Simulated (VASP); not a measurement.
# Ru (R-3m) in VASP: further runs

Runs on Ru. Level: PBE. Tasks: single point.

Everything below comes from runs of VASP 6.6.1. Logs are shortened: lines on timing, memory, paths and dates and some standing lists are left out, and cuts for length are marked.

### 1 The cell of the first run

The structure is trigonal, space group R-3m (No. 166). Conventional cell: a = 2.701 Å, b = 2.701 Å, c = 7.309 Å, α = 90.00°, β = 90.00°, γ = 120.00°. Within 3.6 Å of Ru (site symmetry -3m) lie 12 Ru at 2.70 to 2.89 Å.

### 2 Single point, PBE

INCAR

```
SYSTEM = Ru
  PREC = Accurate
  ENCUT = 520
  EDIFF = 1E-6
  ISMEAR = 0
  SIGMA = 0.15
  LREAL = .False.
  LASPH = .True.
  NELM = 80
  ALGO = Fast
  ISIF = 2
  LWAVE = .False.
  LCHARG = .False.
  GGA = PE
  NBANDS = 13
```

KPOINTS

```
Automatic mesh
0
Gamma
  20 20 20
  0 0 0
```

POSCAR

```
Ru
1.0
    0.1333558828      2.0432026321      2.0432026321
    2.0432026321      0.1333558828      2.0432026321
    2.0432026321      2.0432026321      0.1333558828
Ru
1
Direct
    0.0000000000      0.0000000000      0.0000000000
```

Potentials or basis: VASP PAW PBE potentials, release 64 (Ru_pv).

The run is started by

```bash
$ cat potpaw_PBE.64/Ru_pv/POTCAR > POTCAR
$ mpirun -np 1 vasp_std > vasp.out
```

OUTCAR:

```text
SYSTEM = Ru
   PREC = Accurate
   ENCUT = 520
   EDIFF = 1E-6
   ISMEAR = 0
   LREAL = .False.
   LASPH = .True.
   NELM = 80
   ISIF = 2
   GGA = PE

 ion  position               nearest neighbor table
   1  0.000  0.000  0.000-

  LATTYP: Found a trigonal (rhomboedric) cell.
 ALAT       =     2.8926005226
 COS(alpha) =     0.5640666258

  Lattice vectors:

 A1 = (   0.1333558828,   2.0432026321,   2.0432026321)
 A2 = (   2.0432026321,   0.1333558828,   2.0432026321)
 A3 = (   2.0432026321,   2.0432026321,   0.1333558828)

Analysis of symmetry for initial positions (statically):
=====================================================================
 Subroutine PRICEL returns:
 Original cell was already a primitive cell.

 Routine SETGRP: Setting up the symmetry group for a
 trigonal (rhombohedral) supercell.

 Subroutine GETGRP returns: Found 12 space group operations
 (whereof 12 operations were pure point group operations)
 out of a pool of 12 trial point group operations.

The static configuration has the point symmetry D_3d.

Analysis of symmetry for dynamics (positions and initial velocities):
=====================================================================
 Subroutine PRICEL returns:
 Original cell was already a primitive cell.

 Routine SETGRP: Setting up the symmetry group for a
 trigonal (rhombohedral) supercell.

 Subroutine GETGRP returns: Found 12 space group operations
 (whereof 12 operations were pure point group operations)
 out of a pool of 12 trial point group operations.

The dynamic configuration has the point symmetry D_3d.

 Subroutine INISYM returns: Found 12 space group operations
 (whereof 12 operations are pure point group operations),
 and found     1 'primitive' translations

----------------------------------------------------------------------------------------

                                     Primitive cell

  volume of cell :      15.3916

  direct lattice vectors                    reciprocal lattice vectors
     0.133355883  2.043202632  2.043202632    -0.270074735  0.253527486  0.253527486
     2.043202632  0.133355883  2.043202632     0.253527486 -0.270074735  0.253527486
     2.043202632  2.043202632  0.133355883     0.253527486  0.253527486 -0.270074735

  length of vectors
     2.892600523  2.892600523  2.892600523     0.448879421  0.448879421  0.448879421

  position of ions in fractional coordinates (direct lattice)
     0.000000000  0.000000000  0.000000000

  ion indices of the primitive-cell ions
   primitive index   ion index
                 1           1

----------------------------------------------------------------------------------------

 KPOINTS: Automatic mesh

Automatic generation of k-mesh.
 Grid dimensions read from file:
 generate k-points for:   20   20   20

 Generating k-lattice:

  Cartesian coordinates                     Fractional coordinates (reciprocal lattice)
    -0.013503737  0.012676374  0.012676374     0.050000000  0.000000000 -0.000000000
     0.012676374 -0.013503737  0.012676374     0.000000000  0.050000000 -0.000000000
     0.012676374  0.012676374 -0.013503737     0.000000000  0.000000000  0.050000000

  Length of vectors
     0.022443971  0.022443971  0.022443971

  Shift w.r.t. Gamma in fractional coordinates (k-lattice)
     0.000000000  0.000000000  0.000000000

 Subroutine IBZKPT returns following result:
 ===========================================

 Found    781 irreducible k-points:

 Following reciprocal coordinates:
            Coordinates               Weight
  0.000000  0.000000  0.000000      1.000000
  0.050000  0.000000 -0.000000      6.000000
  0.100000 -0.000000 -0.000000      6.000000
  0.150000  0.000000  0.000000      6.000000
  0.200000 -0.000000 -0.000000      6.000000
  0.250000  0.000000 -0.000000      6.000000
[... 16 lines left out ...]
 -0.400000  0.050000 -0.000000     12.000000
 -0.350000  0.050000 -0.000000     12.000000
 [... further k-points ...]
   k-points           NKPTS =    781   k-points in BZ     NKDIM =    781   number of bands    NBANDS=     13
   number of dos      NEDOS =    301   number of ions     NIONS =      1
   total plane-waves  NPLWV =  13824
   dimension x,y,z NGX =    24 NGY =   24 NGZ =   24
   dimension x,y,z NGXF=    48 NGYF=   48 NGZF=   48
   ions per type =               1
   NGX,Y,Z   is equivalent  to a cutoff of  13.79, 13.79, 13.79 a.u.
   NGXF,Y,Z  is equivalent  to a cutoff of  27.59, 27.59, 27.59 a.u.
 SYSTEM =  Ru
   PREC   = accura    normal or accurate (medium, high low for compatibility)
   ISTART =      0    job   : 0-new  1-cont  2-samecut
   ICHARG =      2    charge: 1-file 2-atom 10-const
   ISPIN  =      1    spin polarized calculation?
   LNONCOLLINEAR =      F non collinear calculations
   LSORBIT =      F    spin-orbit coupling
   LASPH  =      T    aspherical Exc in radial PAW
   ENCUT  =  520.0 eV  38.22 Ry    6.18 a.u.   5.38  5.38  5.38*2*pi/ulx,y,z
   NELM   =     80;   NELMIN=  2; NELMDL= -5     # of ELM steps
   EDIFF  = 0.1E-05   stopping-criterion for ELM
   LREAL  =      F    real-space projection
   EDIFFG = 0.1E-04   stopping-criterion for IOM
   NSW    =      0    number of steps for IOM
   IBRION =     -1    ionic relax: 0-MD 1-quasi-New 2-CG
   NFREE  =      0    steps in history (QN), initial steepest desc. (CG)
   ISIF   =      2    stress and relaxation
   ISYM   =      2    0-nonsym 1-usesym 2-fastsym
   POTIM  = 0.5000    time-step for ionic-motion
   TEBEG  =    0.0;   TEEND  =   0.0 temperature during run
   PSTRESS=    0.0 pullay stress
   NELECT =      14.0000    total number of electrons
   NUPDOWN=      -1.0000    fix difference up-down
   EMIN   =  10.00;   EMAX   =-10.00  energy-range for DOS
   EFERMI =   0.00;   METHOD = LEGACY
   ISMEAR =     0;   SIGMA  =   0.15  broadening in eV -4-tet -1-fermi 0-gaus
   EFERMI_NEDOS =   21; number of points for ismear=-14 and -15
   IALGO  =     68    algorithm
   IMIX   =      4    mixing-type and parameters
     AMIX     =   0.40;   BMIX     =  1.00
     AMIX_MAG =   1.60;   BMIX_MAG =  1.00
  volume/ion in A,a.u.               =      15.39       103.87
  Fermi-wavevector in a.u.,A,eV,Ry     =   1.586192  2.997469 34.232346  2.516006
  Thomas-Fermi vector in A             =   2.685541
   LORBIT       =      0    0 simple, 1 ext, 2 COOP (PROOUT), +10 PAW based schemes
   GGA     = PE    functional components
   LHFCALC =     F    Hartree Fock is set to
   AEXX    =    0.0000 exact exchange contribution
   IVDW    =     0    specifies the selected vdW correction
   LEPSILON=     F    determine dielectric tensor
   LRPA    =     F    only Hartree local field effects (RPA)
 non-spin polarized calculation
 RMM-DIIS sequential band-by-band and
 Gauss-broadening in eV      SIGMA  =   0.15
  energy-cutoff  :      520.00
  volume of cell :       15.39
 maximum number of plane-waves:       426
 NGX is ok and might be reduce to    24

 number of electron      13.9999997 magnetization

 Free energy of the ion-electron system (eV)
  ---------------------------------------------------
  ext. energy  EPLUGINS =         0.00000000
  ---------------------------------------------------
  free energy    TOTEN  =        -8.88988403 eV

  energy without entropy =       -8.87487098  energy(sigma->0) =       -8.88237751

 E-fermi :  10.6359     XC(G=0): -13.3413

 val. band max:       10.6289227966   @ k =  -0.0500   0.0500   0.0500
 cond. band min:      10.6364002964   @ k =  -0.2000  -0.2500   0.1000
 fundamental gap:      0.0074774998
 Fermi energy:        10.6359290238

 k-point     1 :       0.0000    0.0000    0.0000
  band No.  band energies     occupation
      1     -31.8704      2.00000
      2     -31.7265      2.00000
      3     -31.7265      2.00000
      4       3.4515      2.00000
      5       7.6962      2.00000
      6       8.7294      2.00000
      7       8.7294      2.00000
      8      10.6379      0.98493
      9      10.6379      0.98493
     10      21.3413      0.00000
     11      25.4559      0.00000
     12      29.1349      0.00000
     13      31.8422      0.00000

 k-point     2 :       0.0500    0.0000   -0.0000
  band No.  band energies     occupation
      1     -31.8723      2.00000
      2     -31.7467      2.00000
      3     -31.7304      2.00000
      4       3.5520      2.00000
      5       7.7384      2.00000
      6       8.6725      2.00000
      7       8.7909      2.00000
      8      10.5925      1.31758
      9      10.6058      1.22384
     10      21.3412      0.00000
     11      25.6208      0.00000
     12      29.2382      0.00000
     13      31.2607      0.00000

 k-point     3 :       0.1000   -0.0000   -0.0000
  band No.  band energies     occupation
      1     -31.8797      2.00000
      2     -31.8031      2.00000
      3     -31.7415      2.00000
      4       3.8436      2.00000
      5       7.8559      2.00000
      6       8.5208      2.00000
      7       8.9669      2.00000
      8      10.4750      1.87089
      9      10.5203      1.72419
     10      21.3412      0.00000
     11      26.0750      0.00000
     12      29.1803      0.00000
     13      30.5108      0.00000
[... 305 lines left out ...]
 k-point    23 :      -0.4000    0.0500   -0.0000
  band No.  band energies     occupation
      1     -32.4945      2.00000
      2     -31.9151      2.00000
      3     -31.8852      2.00000
      4       5.5633      2.00000
      5       7.8247      2.00000
      6       9.0212      2.00000
      7      10.4881      1.83651
      8      11.4454      0.00000
      9      12.7699      0.00000
     10      20.8431      0.00000
     11      21.3452      0.00000
     12      25.5258      0.00000
     13      29.8575      0.00000

 k-point    24 :      -0.3500    0.0500   -0.0000
  band No.  band energies     occupation
      1     -32.4216      2.00000
      2     -31.9083      2.00000
      3     -31.8704      2.00000
      4       5.6336      2.00000
      5       7.9470      2.00000
      6       9.1394      2.00000
      7       9.7191      2.00000
      8      11.0096      0.00043
      9      12.2503      0.00000
     10      21.3394      0.00000
     11      22.1758      0.00000
     12      26.0931      0.00000
     13      30.6674      0.00000

 [... further k-points ...]

------------------------ aborting loop because EDIFF is reached ----------------------------------------

  FORCE on cell =-STRESS in cart. coord.  units (eV):
  Direction    XX          YY          ZZ          XY          YZ          ZX
  --------------------------------------------------------------------------------------
  -------------------------------------------------------------------------------------
  Total       -2.1326634     -2.1326634     -2.1326634     -0.9823755     -0.9823755     -0.9823755
  in kB     -221.9974466   -221.9974466   -221.9974466   -102.2593888   -102.2593888   -102.2593888
  external PRESSURE =    -221.9974466 kB  Pullay stress =       0.0000000 kB

 VOLUME and BASIS-vectors are now :
 -----------------------------------------------------------------------------
  energy-cutoff  :      520.00
  volume of cell :       15.39
      direct lattice vectors                 reciprocal lattice vectors
     0.133355883  2.043202632  2.043202632    -0.270074735  0.253527486  0.253527486
     2.043202632  0.133355883  2.043202632     0.253527486 -0.270074735  0.253527486
     2.043202632  2.043202632  0.133355883     0.253527486  0.253527486 -0.270074735

 POSITION                                       TOTAL-FORCE (eV/Angst)
 -----------------------------------------------------------------------------------
      0.00000      0.00000      0.00000         0.000000      0.000000      0.000000
 -----------------------------------------------------------------------------------
    total drift:                               -0.000000     -0.000000     -0.000000

  FREE ENERGIE OF THE ION-ELECTRON SYSTEM (eV)
  ---------------------------------------------------
  free  energy   TOTEN  =        -8.8898840294 eV

  energy  without entropy=       -8.8748709817  energy(sigma->0) =       -8.88237751
```

It took 85 s on 1 thread of Intel Xeon Platinum 8488C (Sapphire Rapids), shared host; peak memory 0.26 GiB.

What came out:

```
Free energy            : -8.8899 eV
Pressure               : -22.2 GPa
Band gap on the k mesh : zero (band 7 reaches 12.37 eV, above the bottom of band 8 at 9.53 eV)
```

Levels at points of the mesh, in eV from the Fermi level:
```csv
k point,band 5,band 6,band 7,band 8,band 9,band 10
"(0.00, 0.00, 0.00)",-2.94,-1.91,-1.91,0.00,0.00,10.71
"(0.50, 0.00, 0.00)",-2.94,-1.64,0.95,1.31,1.89,9.14
"(0.50, 0.50, 0.00)",-4.97,1.16,1.73,2.05,3.35,10.70
"(0.50, 0.50, 0.50)",-2.12,-2.12,0.08,1.23,1.23,7.19
```

### 3 Single point, PBE

This run uses another cell than the first one, of the same volume but with other edges.

INCAR

```
SYSTEM = Ru
PREC = Accurate
ENCUT = 520
EDIFF = 1E-6
ISMEAR = 0
SIGMA = 0.15
LREAL = .FALSE.
LASPH = .TRUE.
NELM = 100
ALGO = Fast
ISIF = 2
LWAVE = .FALSE.
LCHARG = .FALSE.
GGA = PE
NBANDS = 13
```

KPOINTS

```
Automatic mesh
0
G
  20 20 20
  0 0 0
```

POSCAR

```
Ru
1.0
   -0.1333558828      1.9098467494      1.9098467494
    1.9098467494     -0.1333558828      1.9098467494
    1.9098467494      1.9098467494     -0.1333558828
Ru
1
Direct
    0.0000000000      0.0000000000      0.0000000000
```

Potentials or basis: VASP PAW PBE potentials, release 64 (Ru_pv).

The run is started by

```bash
$ cat potpaw_PBE.64/Ru_pv/POTCAR > POTCAR
$ mpirun -np 1 vasp_std > vasp.out
```

Wall time 70 s (1 thread of Intel Xeon Platinum 8488C (Sapphire Rapids), shared host); peak memory 0.25 GiB.

The run converged. Its results:

```
Free energy            : -8.8784 eV
Pressure               : -22.2 GPa
Band gap on the k mesh : zero (band 7 reaches 12.36 eV, above the bottom of band 8 at 9.34 eV)
```

Stress tensor (GPa, compression positive):
```
-22.18  11.15  11.15
 11.15 -22.18  11.15
 11.15  11.15 -22.18
```

Levels at points of the mesh, in eV from the Fermi level:
| k point | band 4 | band 5 | band 6 | band 7 | band 8 | band 9 | band 10 | band 11 |
| --- | --- | --- | --- | --- | --- | --- | --- | --- |
| (0.00, 0.00, 0.00) | -7.18 | -2.70 | -2.70 | -1.29 | -0.01 | -0.01 | 10.71 | 14.98 |
| (0.50, 0.00, 0.00) | -5.21 | -2.88 | -1.43 | 0.66 | 0.89 | 1.58 | 8.20 | 10.71 |
| (0.50, 0.50, 0.00) | -5.37 | -4.96 | 1.14 | 1.70 | 2.08 | 3.36 | 10.71 | 11.45 |
| (0.50, 0.50, 0.50) | -5.21 | -2.51 | -2.51 | 1.72 | 1.72 | 2.04 | 10.09 | 10.71 |

(Continued in part 2 of 2.)
